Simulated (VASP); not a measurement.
# Si (P6_3/mmc) in VASP: further runs

The runs below take Si through single point, relaxation of shape and atoms at fixed volume, with r2SCAN.

Program: VASP 6.6.1. These are calculated values, not measurements. Logs are shortened: lines on timing, memory, paths and dates and some standing lists are left out, and cuts for length are marked.

## (1) The cell of the first run

It takes space group P6_3/mmc (No. 194, hexagonal). The conventional cell has a = 3.832 Å, b = 3.832 Å, c = 6.342 Å, α = 90.00°, β = 90.00°, γ = 120.00°. Within 3.1 Å of Si (site symmetry 3m) lie 4 Si at 2.35 to 2.37 Å.

## (2) Single point, r2SCAN

File POSCAR:

```
Si
1.0
    3.8319083607      0.0000000000      0.0000000000
   -1.9159541804      3.3185299854      0.0000000000
    0.0000000000      0.0000000000      6.3418199155
Si
4
Direct
    0.3333333333      0.6666666667      0.0630908784
    0.6666666667      0.3333333333      0.5630908784
    0.3333333333      0.6666666667      0.4369091216
    0.6666666667      0.3333333333      0.9369091216
```

File INCAR.step1:

```
SYSTEM = Si
ALGO = Normal ; EDIFF = 1E-4
ENCUT = 520 ; GGA = PE
ISMEAR = 0 ; LASPH = .TRUE.
LCHARG = .FALSE. ; LREAL = .FALSE.
LWAVE = .TRUE. ; NBANDS = 16
NELM = 100 ; PREC = Accurate
SIGMA = 0.02
```

File INCAR.step2:

```
SYSTEM = Si
ALGO = Normal ; EDIFF = 1E-6
ENCUT = 520 ; ISIF = 2
ISMEAR = 0 ; ISTART = 1
LASPH = .TRUE. ; LCHARG = .FALSE.
LMIXTAU = .TRUE. ; LREAL = .FALSE.
LWAVE = .FALSE. ; METAGGA = R2SCAN
NBANDS = 16 ; NELM = 100
PREC = Accurate ; SIGMA = 0.02
```

File KPOINTS:

```
k-points
0
G
  12 12 4
  0 0 0
```

Potentials or basis: VASP PAW PBE potentials, release 64 (Si).

The run is started by

```console
> cat potpaw_PBE.64/Si/POTCAR > POTCAR
> cp INCAR.step1 INCAR
> mpirun -np 1 vasp_std > vasp.out
> cp INCAR.step2 INCAR
> mpirun -np 1 vasp_std > vasp.out
```

OUTCAR:

```text
SYSTEM = Si
   EDIFF = 1E-6
   ENCUT = 520
   ISIF = 2
   ISMEAR = 0
   ISTART = 1
   LASPH = .TRUE.
   LREAL = .FALSE.
   METAGGA = R2SCAN
   NELM = 100
   PREC = Accurate

 ion  position               nearest neighbor table
   1  0.333  0.667  0.063-   4 2.35   4 2.35   4 2.35   3 2.37
   2  0.667  0.333  0.563-   3 2.35   3 2.35   3 2.35   4 2.37
   3  0.333  0.667  0.437-   2 2.35   2 2.35   2 2.35   1 2.37
   4  0.667  0.333  0.937-   1 2.35   1 2.35   1 2.35   2 2.37

  LATTYP: Found a hexagonal cell.
 ALAT       =     3.8319083607
 C/A-ratio  =     1.6550030216

  Lattice vectors:

 A1 = (   3.8319083607,   0.0000000000,   0.0000000000)
 A2 = (  -1.9159541804,   3.3185299854,   0.0000000000)
 A3 = (   0.0000000000,   0.0000000000,   6.3418199155)

Analysis of symmetry for initial positions (statically):
=====================================================================
 Subroutine PRICEL returns:
 Original cell was already a primitive cell.

 Routine SETGRP: Setting up the symmetry group for a
 hexagonal supercell.

 Subroutine GETGRP returns: Found 24 space group operations
 (whereof 12 operations were pure point group operations)
 out of a pool of 24 trial point group operations.

The static configuration has the point symmetry D_3d.
 The point group associated with its full space group is D_6h.

Analysis of symmetry for dynamics (positions and initial velocities):
=====================================================================
 Subroutine PRICEL returns:
 Original cell was already a primitive cell.

 Routine SETGRP: Setting up the symmetry group for a
 hexagonal supercell.

 Subroutine GETGRP returns: Found 24 space group operations
 (whereof 12 operations were pure point group operations)
 out of a pool of 24 trial point group operations.

The dynamic configuration has the point symmetry D_3d.
 The point group associated with its full space group is D_6h.

 Subroutine INISYM returns: Found 24 space group operations
 (whereof 12 operations are pure point group operations),
 and found     1 'primitive' translations

----------------------------------------------------------------------------------------

                                     Primitive cell

  volume of cell :      80.6445

  direct lattice vectors                    reciprocal lattice vectors
     3.831908361  0.000000000  0.000000000     0.260966575  0.150669122  0.000000000
    -1.915954180  3.318529985  0.000000000     0.000000000  0.301338244  0.000000000
     0.000000000  0.000000000  6.341819916     0.000000000  0.000000000  0.157683443

  length of vectors
     3.831908361  3.831908361  6.341819916     0.301338244  0.301338244  0.157683443

  position of ions in fractional coordinates (direct lattice)
     0.333333333  0.666666667  0.063090878
     0.666666667  0.333333333  0.563090878
     0.333333333  0.666666667  0.436909122
     0.666666667  0.333333333  0.936909122

  ion indices of the primitive-cell ions
   primitive index   ion index
                 1           1
                 2           2
                 3           3
                 4           4

----------------------------------------------------------------------------------------

 KPOINTS: k-points

Automatic generation of k-mesh.
 Grid dimensions read from file:
 generate k-points for:   12   12    4

 Generating k-lattice:

  Cartesian coordinates                     Fractional coordinates (reciprocal lattice)
     0.021747215  0.012555760  0.000000000     0.083333333  0.000000000  0.000000000
     0.000000000  0.025111520  0.000000000     0.000000000  0.083333333  0.000000000
     0.000000000  0.000000000  0.039420861     0.000000000  0.000000000  0.250000000

  Length of vectors
     0.025111520  0.025111520  0.039420861

  Shift w.r.t. Gamma in fractional coordinates (k-lattice)
     0.000000000  0.000000000  0.000000000

 Subroutine IBZKPT returns following result:
 ===========================================

 Found     57 irreducible k-points:

 Following reciprocal coordinates:
            Coordinates               Weight
  0.000000  0.000000  0.000000      1.000000
  0.083333 -0.000000  0.000000      6.000000
  0.166667 -0.000000  0.000000      6.000000
  0.250000  0.000000  0.000000      6.000000
  0.333333 -0.000000  0.000000      6.000000
  0.416667 -0.000000  0.000000      6.000000
[... 16 lines left out ...]
  0.250000  0.000000  0.250000     12.000000
  0.333333 -0.000000  0.250000     12.000000
 [... further k-points ...]
   k-points           NKPTS =     57   k-points in BZ     NKDIM =     57   number of bands    NBANDS=     16
   number of dos      NEDOS =    301   number of ions     NIONS =      4
   total plane-waves  NPLWV =  37632
   dimension x,y,z NGX =    28 NGY =   28 NGZ =   48
   dimension x,y,z NGXF=    56 NGYF=   56 NGZF=   96
   ions per type =               4
   NGX,Y,Z   is equivalent  to a cutoff of  12.15, 12.15, 12.58 a.u.
   NGXF,Y,Z  is equivalent  to a cutoff of  24.30, 24.30, 25.17 a.u.
 SYSTEM =  Si
   PREC   = accura    normal or accurate (medium, high low for compatibility)
   ISTART =      1    job   : 0-new  1-cont  2-samecut
   ICHARG =      0    charge: 1-file 2-atom 10-const
   ISPIN  =      1    spin polarized calculation?
   LNONCOLLINEAR =      F non collinear calculations
   LSORBIT =      F    spin-orbit coupling
   LASPH  =      T    aspherical Exc in radial PAW
   ENCUT  =  520.0 eV  38.22 Ry    6.18 a.u.   7.12  7.12 11.79*2*pi/ulx,y,z
   NELM   =    100;   NELMIN=  2; NELMDL=  0     # of ELM steps
   EDIFF  = 0.1E-05   stopping-criterion for ELM
   LREAL  =      F    real-space projection
   EDIFFG = 0.1E-04   stopping-criterion for IOM
   NSW    =      0    number of steps for IOM
   IBRION =     -1    ionic relax: 0-MD 1-quasi-New 2-CG
   NFREE  =      0    steps in history (QN), initial steepest desc. (CG)
   ISIF   =      2    stress and relaxation
   ISYM   =      2    0-nonsym 1-usesym 2-fastsym
   POTIM  = 0.5000    time-step for ionic-motion
   TEBEG  =    0.0;   TEEND  =   0.0 temperature during run
   PSTRESS=    0.0 pullay stress
   NELECT =      16.0000    total number of electrons
   NUPDOWN=      -1.0000    fix difference up-down
   EMIN   =  10.00;   EMAX   =-10.00  energy-range for DOS
   EFERMI =   0.00;   METHOD = LEGACY
   ISMEAR =     0;   SIGMA  =   0.02  broadening in eV -4-tet -1-fermi 0-gaus
   EFERMI_NEDOS =   21; number of points for ismear=-14 and -15
   IALGO  =     38    algorithm
   IMIX   =      4    mixing-type and parameters
     AMIX     =   0.40;   BMIX     =  1.00
     AMIX_MAG =   1.60;   BMIX_MAG =  1.00
  volume/ion in A,a.u.               =      20.16       136.05
  Fermi-wavevector in a.u.,A,eV,Ry     =   0.954824  1.804355 12.404275  0.911688
  Thomas-Fermi vector in A             =   2.083606
   LORBIT       =      0    0 simple, 1 ext, 2 COOP (PROOUT), +10 PAW based schemes
   METAGGA = R2SCAN    functional components
   LHFCALC =     F    Hartree Fock is set to
   AEXX    =    0.0000 exact exchange contribution
   IVDW    =     0    specifies the selected vdW correction
   LEPSILON=     F    determine dielectric tensor
   LRPA    =     F    only Hartree local field effects (RPA)
 non-spin polarized calculation
 Gauss-broadening in eV      SIGMA  =   0.02
  energy-cutoff  :      520.00
  volume of cell :       80.64
 maximum number of plane-waves:      2208
   NGX = 15   NGY = 15   NGZ = 23

 number of electron      16.0000000 magnetization

 Free energy of the ion-electron system (eV)
  ---------------------------------------------------
  ext. energy  EPLUGINS =         0.00000000
  ---------------------------------------------------
  free energy    TOTEN  =       -35.04958050 eV

  energy without entropy =      -35.04958050  energy(sigma->0) =      -35.04958050

 E-fermi :   6.0680     XC(G=0):  -9.8235

 val. band max:        5.9381417272   @ k =   0.0000   0.0000   0.0000
 cond. band min:       6.5612093085   @ k =   0.5000   0.0000   0.0000
 fundamental gap:      0.6230675813
 Fermi energy:         6.0680474044

 k-point     1 :       0.0000    0.0000    0.0000
  band No.  band energies     occupation
      1      -6.8235      2.00000
      2      -4.4329      2.00000
      3      -1.5852      2.00000
      4       4.3354      2.00000
      5       4.3354      2.00000
      6       5.5567      2.00000
[... 8 lines left out ...]
     15      10.3880      0.00000
     16      12.2155      0.00000

 k-point     2 :       0.0833   -0.0000    0.0000
  band No.  band energies     occupation
      1      -6.7384      2.00000
      2      -4.3457      2.00000
      3      -1.5400      2.00000
      4       3.6478      2.00000
      5       4.1578      2.00000
      6       5.3130      2.00000
[... 8 lines left out ...]
     15      10.7908      0.00000
     16      11.7129      0.00000

 k-point     3 :       0.1667   -0.0000    0.0000
  band No.  band energies     occupation
      1      -6.4853      2.00000
      2      -4.0860      2.00000
      3      -1.4328      2.00000
      4       2.4233      2.00000
      5       3.7626      2.00000
      6       4.0472      2.00000
[... 8 lines left out ...]
     15      11.5917      0.00000
     16      11.9569      0.00000

 k-point     4 :       0.2500    0.0000    0.0000
  band No.  band energies     occupation
      1      -6.0722      2.00000
      2      -3.6603      2.00000
      3      -1.3944      2.00000
      4       1.3425      2.00000
      5       2.6762      2.00000
      6       3.3448      2.00000
[... 8 lines left out ...]
     15      12.3745      0.00000
     16      12.8178      0.00000
[... 324 lines left out ...]
 k-point    22 :       0.1667   -0.0000    0.2500
  band No.  band energies     occupation
      1      -6.2750      2.00000
      2      -4.7428      2.00000
      3      -0.4246      2.00000
      4       2.6468      2.00000
      5       3.1914      2.00000
      6       3.9325      2.00000
[... 8 lines left out ...]
     15      11.6186      0.00000
     16      12.4142      0.00000

 k-point    23 :       0.2500    0.0000    0.2500
  band No.  band energies     occupation
      1      -5.8633      2.00000
      2      -4.3348      2.00000
      3      -0.5107      2.00000
      4       1.6960      2.00000
      5       2.0097      2.00000
      6       3.5173      2.00000
[... 8 lines left out ...]
     15      12.2494      0.00000
     16      12.6985      0.00000

 k-point    24 :       0.3333   -0.0000    0.2500
  band No.  band energies     occupation
      1      -5.3145      2.00000
      2      -3.8020      2.00000
      3      -1.0874      2.00000
      4       0.7609      2.00000
      5       1.4744      2.00000
      6       3.1810      2.00000
[... 8 lines left out ...]
     15      13.3868      0.00000
     16      13.8009      0.00000

 [... further k-points ...]
[... 5 lines left out ...]
  --------------------------------------------------------------------------------------
  -------------------------------------------------------------------------------------
  Total       -0.1091470     -0.1091470     -0.1290539      0.0000000      0.0000000     -0.0000000
  in kB       -2.1684403     -2.1684403     -2.5639349      0.0000000      0.0000000     -0.0000000
  external PRESSURE =      -2.3002719 kB  Pullay stress =       0.0000000 kB

 VOLUME and BASIS-vectors are now :
 -----------------------------------------------------------------------------
  energy-cutoff  :      520.00
  volume of cell :       80.64
      direct lattice vectors                 reciprocal lattice vectors
     3.831908361  0.000000000  0.000000000     0.260966575  0.150669122  0.000000000
    -1.915954180  3.318529985  0.000000000     0.000000000  0.301338244  0.000000000
     0.000000000  0.000000000  6.341819916     0.000000000  0.000000000  0.157683443

 POSITION                                       TOTAL-FORCE (eV/Angst)
 -----------------------------------------------------------------------------------
     -0.00000      2.21235      0.40011        -0.000000     -0.000000     -0.004683
      1.91595      1.10618      3.57102         0.000000      0.000000     -0.004683
     -0.00000      2.21235      2.77080         0.000000     -0.000000      0.004683
      1.91595      1.10618      5.94171         0.000000      0.000000      0.004683
 -----------------------------------------------------------------------------------
    total drift:                                0.000000     -0.000000      0.000000

  FREE ENERGIE OF THE ION-ELECTRON SYSTEM (eV)
  ---------------------------------------------------
  free  energy   TOTEN  =       -35.0495804999 eV

  energy  without entropy=      -35.0495804999  energy(sigma->0) =      -35.04958050
```

Run time: 4.2 min. Hardware: 1 thread of Intel Xeon Platinum 8375C at 2.90GHz (Ice Lake), shared host; peak memory 0.21 GiB.

What came out:

```yaml
Free_energy: -35.0496 eV
Pressure: -0.2 GPa
Largest_force: 0.005 eV/Å
Band_gap_on_the_k_mesh: 0.62 eV, indirect (least direct gap 1.38 eV)
```

Forces on the atoms (eV/Å):
```
Si   0.000  0.000 -0.005
Si   0.000  0.000 -0.005
Si   0.000  0.000  0.005
Si   0.000  0.000  0.005
```

Caveat: the PAW data sets were made with another functional, which shifts forces and pressure a little. A k mesh can miss the band edges.

(Continued in part 2 of 2.)
